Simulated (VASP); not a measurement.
# WS2 (R3m) in VASP: further runs, part 2 of 2

VASP 6.6.1. The steps go on from the part before.

**3. Electric field gradients, LDA (equal xx and yy strain of -3 %)**

Contents of INCAR:

```
SYSTEM = WS2
PREC = Accurate
ENCUT = 520
EDIFF = 1E-8
ISMEAR = -1
SIGMA = 0.08
LREAL = .FALSE.
LASPH = .TRUE.
NELM = 80
ALGO = Normal
ISIF = 2
LWAVE = .FALSE.
LCHARG = .FALSE.
GGA = CA
LEFG = .TRUE.
NBANDS = 20
```

Contents of KPOINTS:

```
regular mesh
0
G
  13 13 13
  0 0 0
```

Contents of POSCAR:

```
WS2
1.0
    1.5316303728      0.8842872080      6.1633300000
   -1.5316303728      0.8842872080      6.1633300000
    0.0000000000     -1.7685744160      6.1633300000
W S
1 2
Direct
    0.0000000000      0.0000000000      0.0000000000
    0.7503000000      0.7503000000      0.7503000000
    0.5810000000      0.5810000000      0.5810000000
```

Potentials or basis: VASP PAW LDA potentials, release 64 (W_sv, S).

Started as:

```bash
$ cat potpaw_LDA.64/W_sv/POTCAR potpaw_LDA.64/S/POTCAR > POTCAR
$ mpirun -np 1 vasp_std > vasp.out
```

OUTCAR:

```text
SYSTEM = WS2
   PREC = Accurate
   ENCUT = 520
   EDIFF = 1E-8
   ISMEAR = -1
   LREAL = .FALSE.
   LASPH = .TRUE.
   NELM = 80
   ISIF = 2
   GGA = CA

 ion  position               nearest neighbor table
   1  0.000  0.000  0.000-   2 2.35   2 2.35   2 2.35   3 2.37   3 2.37   3 2.37
   2  0.750  0.750  0.750-   1 2.35   1 2.35   1 2.35
   3  0.581  0.581  0.581-   1 2.37   1 2.37   1 2.37

  LATTYP: Found a trigonal (rhomboedric) cell.
 ALAT       =     6.4120583399
 COS(alpha) =     0.8858849288

  Lattice vectors:

 A1 = (   1.5316303728,   0.8842872080,   6.1633300000)
[... 771 lines left out ...]

 Electric field gradients (V/A^2)
---------------------------------------------------------------------
 ion       V_xx      V_yy      V_zz      V_xy      V_xz      V_yz
---------------------------------------------------------------------
   1      76.500    76.500  -153.000    -0.000    -0.000    -0.000
   2      24.163    24.163   -48.326    -0.000     0.000    -0.000
   3      20.017    20.017   -40.035    -0.000    -0.000     0.000
---------------------------------------------------------------------

 Electric field gradients after diagonalization (V/A^2)
 (convention: |V_zz| > |V_xx| > |V_yy|)
----------------------------------------------------------------------
 ion       V_xx      V_yy      V_zz     asymmetry (V_yy - V_xx)/ V_zz
----------------------------------------------------------------------
   1      76.500    76.500  -153.000       0.000
   2      24.163    24.163   -48.326       0.000
   3      20.017    20.017   -40.035       0.000
----------------------------------------------------------------------

           NMR quadrupolar parameters

 Cq : quadrupolar parameter    Cq=e*Q*V_zz/h
 eta: asymmetry parameters     (V_yy - V_xx)/ V_zz
 Q  : nuclear electric quadrupole moment in mb (millibarn)
----------------------------------------------------------------------
 ion       Cq(MHz)       eta       Q (mb)
----------------------------------------------------------------------
   1      -0.370       0.000       1.000
   2      -0.117       0.000       1.000
   3      -0.097       0.000       1.000
----------------------------------------------------------------------
```

OSZICAR:

```text
N       E                     dE             d eps       ncg     rms          rms(c)
DAV:   1     0.198251270473E+03    0.19825E+03   -0.13045E+04  9248   0.131E+03
DAV:   2    -0.169519715841E+02   -0.21520E+03   -0.20808E+03 10660   0.348E+02
DAV:   3    -0.272748825485E+02   -0.10323E+02   -0.10209E+02 11656   0.715E+01
DAV:   4    -0.274191815434E+02   -0.14430E+00   -0.14419E+00 11184   0.907E+00
DAV:   5    -0.274215449437E+02   -0.23634E-02   -0.23633E-02 11420   0.122E+00    0.310E+01
DAV:   6    -0.263798548714E+02    0.10417E+01   -0.44787E+00 10380   0.149E+01    0.128E+01
DAV:   7    -0.262471922039E+02    0.13266E+00   -0.12261E+00  9856   0.628E+00    0.565E+00
DAV:   8    -0.261916451404E+02    0.55547E-01   -0.28019E-01 10644   0.348E+00    0.133E+00
DAV:   9    -0.261894844092E+02    0.21607E-02   -0.14789E-02 11468   0.821E-01    0.575E-01
DAV:  10    -0.261891184325E+02    0.36598E-03   -0.42464E-03 10656   0.446E-01    0.663E-02
DAV:  11    -0.261890804585E+02    0.37974E-04   -0.37690E-04 10516   0.134E-01    0.664E-02
DAV:  12    -0.261890791356E+02    0.13229E-05   -0.50520E-05 10984   0.553E-02    0.114E-02
DAV:  13    -0.261890792657E+02   -0.13006E-06   -0.34324E-06 10756   0.142E-02    0.312E-03
DAV:  14    -0.261890792799E+02   -0.14246E-07   -0.37764E-07 11252   0.390E-03    0.212E-03
DAV:  15    -0.261890792773E+02    0.25493E-08   -0.84354E-08 10960   0.222E-03
   1 F= -.26189079E+02 E0= -.26189067E+02  d E =-.244242E-04
```

stdout:

```text
POSCAR found type information on POSCAR W S
 POSCAR found :  2 types and       3 ions
 scaLAPACK will be used
 LDA part: xc-table for (Slater(with rela. corr.)+CA(PZ))
 , standard interpolation
 POSCAR, INCAR and KPOINTS ok, starting setup
 FFT: planning ... GRIDC
 FFT: planning ... GRID_SOFT
 FFT: planning ... GRID
 WAVECAR not read
 entering main loop
ion   1

ion   2

ion   3
```

Wall time 5.6 min (1 thread of Intel Xeon 6975P-C (Granite Rapids), shared host); peak memory 0.41 GiB.

What came out:

| Quantity | Value |
| --- | --- |
| Free energy | -26.1891 eV |
| Pressure | 7.8 GPa |
| Largest force | 0.853 eV/Å |
| Band gap on the k mesh | 1.07 eV, indirect (least direct gap 2.47 eV) |

Forces on the atoms (eV/Å):
```
W    0.000  0.000 -0.677
S    0.000  0.000  0.853
S    0.000  0.000 -0.176
```

Stress tensor (GPa, compression positive):
```
9.29 0.00 0.00
0.00 9.29 0.00
0.00 0.00 4.70
```

Levels at points of the mesh, in eV from the valence-band top:
```csv
k point,band 10,band 11,band 12,band 13,band 14,band 15,band 16,band 17
"(0.00, 0.00, 0.00)",-2.01,-2.01,-1.67,-1.42,2.60,2.60,2.95,2.95
```

Electric field gradients, principal values (V/Å²):
```csv
atom,least,middle,greatest (by size)
1 W,76.500,76.500,-153.000
2 S,24.163,24.163,-48.326
3 S,20.017,20.017,-40.035
```

Caveat: the cell differs from its parent crystal (equal xx and yy strain of -3 %); without QUAD_EFG the Cq values of the log hold for a quadrupole moment of 1 mb, not for the nuclei; spin-orbit coupling is left out, which moves the levels of the heavy elements.

**4. Electric field gradients, LDA (equal xx and yy strain of -1 %)**

Contents of INCAR:

```
SYSTEM = WS2
  PREC = Accurate
  ENCUT = 520
  EDIFF = 1E-8
  ISMEAR = -1
  SIGMA = 0.08
  LREAL = .False.
  LASPH = .True.
  NELM = 60
  ALGO = Normal
  ISIF = 2
  LWAVE = .False.
  LCHARG = .False.
  LEFG = .True.
  NBANDS = 20
```

Contents of KPOINTS:

```
Automatic mesh
0
Gamma
  13 13 13
  0 0 0
```

Contents of POSCAR:

```
WS2
1.0
    1.5632103805      0.9025199339      6.1633300000
   -1.5632103805      0.9025199339      6.1633300000
    0.0000000000     -1.8050398679      6.1633300000
W S
1 2
Direct
    0.0000000000      0.0000000000      0.0000000000
    0.7503000000      0.7503000000      0.7503000000
    0.5810000000      0.5810000000      0.5810000000
```

Potentials or basis: VASP PAW LDA potentials, release 64 (W_sv, S).

Started as:

```bash
$ cat potpaw_LDA.64/W_sv/POTCAR potpaw_LDA.64/S/POTCAR > POTCAR
$ mpirun -np 1 vasp_std > vasp.out
```

OUTCAR:

```text
SYSTEM = WS2
   PREC = Accurate
   ENCUT = 520
   EDIFF = 1E-8
   ISMEAR = -1
   LREAL = .False.
   LASPH = .True.
   NELM = 60
   ISIF = 2

 ion  position               nearest neighbor table
   1  0.000  0.000  0.000-   2 2.38   2 2.38   2 2.38   3 2.40   3 2.40   3 2.40
   2  0.750  0.750  0.750-   1 2.38   1 2.38   1 2.38
   3  0.581  0.581  0.581-   1 2.40   1 2.40   1 2.40

  LATTYP: Found a trigonal (rhomboedric) cell.
 ALAT       =     6.4222118942
 COS(alpha) =     0.8815062087

  Lattice vectors:

 A1 = (   1.5632103805,   0.9025199339,   6.1633300000)
[... 771 lines left out ...]

 Electric field gradients (V/A^2)
---------------------------------------------------------------------
 ion       V_xx      V_yy      V_zz      V_xy      V_xz      V_yz
---------------------------------------------------------------------
   1      78.765    78.765  -157.529     0.000     0.000     0.000
   2      24.664    24.664   -49.328    -0.000     0.000     0.000
   3      20.686    20.686   -41.373    -0.000     0.000     0.000
---------------------------------------------------------------------

 Electric field gradients after diagonalization (V/A^2)
 (convention: |V_zz| > |V_xx| > |V_yy|)
----------------------------------------------------------------------
 ion       V_xx      V_yy      V_zz     asymmetry (V_yy - V_xx)/ V_zz
----------------------------------------------------------------------
   1      78.765    78.765  -157.529       0.000
   2      24.664    24.664   -49.328       0.000
   3      20.686    20.686   -41.373       0.000
----------------------------------------------------------------------

           NMR quadrupolar parameters

 Cq : quadrupolar parameter    Cq=e*Q*V_zz/h
 eta: asymmetry parameters     (V_yy - V_xx)/ V_zz
 Q  : nuclear electric quadrupole moment in mb (millibarn)
----------------------------------------------------------------------
 ion       Cq(MHz)       eta       Q (mb)
----------------------------------------------------------------------
   1      -0.381       0.000       1.000
   2      -0.119       0.000       1.000
   3      -0.100       0.000       1.000
----------------------------------------------------------------------
```

stdout:

```text
POSCAR found type information on POSCAR W S
 POSCAR found :  2 types and       3 ions
 scaLAPACK will be used
 LDA part: xc-table for (Slater(with rela. corr.)+CA(PZ))
 , standard interpolation
 POSCAR, INCAR and KPOINTS ok, starting setup
 FFT: planning ... GRIDC
 FFT: planning ... GRID_SOFT
 FFT: planning ... GRID
 WAVECAR not read
 entering main loop
ion   1

ion   2

ion   3
```

It took 5 min on 1 thread of Intel Xeon 6975P-C (Granite Rapids), shared host; peak memory 0.41 GiB.

Results:

```yaml
Free_energy: -26.2512 eV
Pressure: 0.0 GPa
Largest_force: 0.616 eV/Å
Band_gap_on_the_k_mesh: 1.02 eV, indirect (least direct gap 2.22 eV)
```

Forces in eV/Å, atoms in the order of the input:
```
W    0.000  0.000 -0.616
S    0.000  0.000  0.311
S    0.000  0.000  0.305
```

Electric field gradients, principal values (V/Å²):
| atom | least | middle | greatest (by size) |
| --- | --- | --- | --- |
| 1 W | 78.765 | 78.765 | -157.529 |
| 2 S | 24.664 | 24.664 | -49.328 |
| 3 S | 20.686 | 20.686 | -41.373 |

Caveat: the cell differs from its parent crystal (equal xx and yy strain of -1 %); without QUAD_EFG the Cq values of the log hold for a quadrupole moment of 1 mb, not for the nuclei; spin-orbit coupling is left out, which moves the levels of the heavy elements. A k mesh can miss the band edges.

**5. Overview**

```csv
cell,gap on the mesh (eV),pressure (GPa),largest force (eV/Å)
"a = 6.443 Å, angles 29.2°, 3 atoms",0.92,-11.4,1.08
"a = 6.412 Å, angles 27.6°, 3 atoms",1.07,7.8,0.85
"a = 6.422 Å, angles 28.2°, 3 atoms",1.02,0.0,0.62
```

Alike in all rows: task electric field gradients; level LDA; potentials or basis VASP PAW LDA potentials, release 64 (W_sv, S); no spin polarisation; k mesh 13 × 13 × 13; cutoff (eV) 520; smearing fermi-dirac 0.08 eV.

Caveats: spin-orbit coupling is left out, which moves the levels of the heavy elements; forces of over 1 eV/Å act on the atoms, so gaps and moduli don't describe the material at rest (some runs).

Total energies depend on the potentials used, so only differences within one code and one set of settings carry meaning.
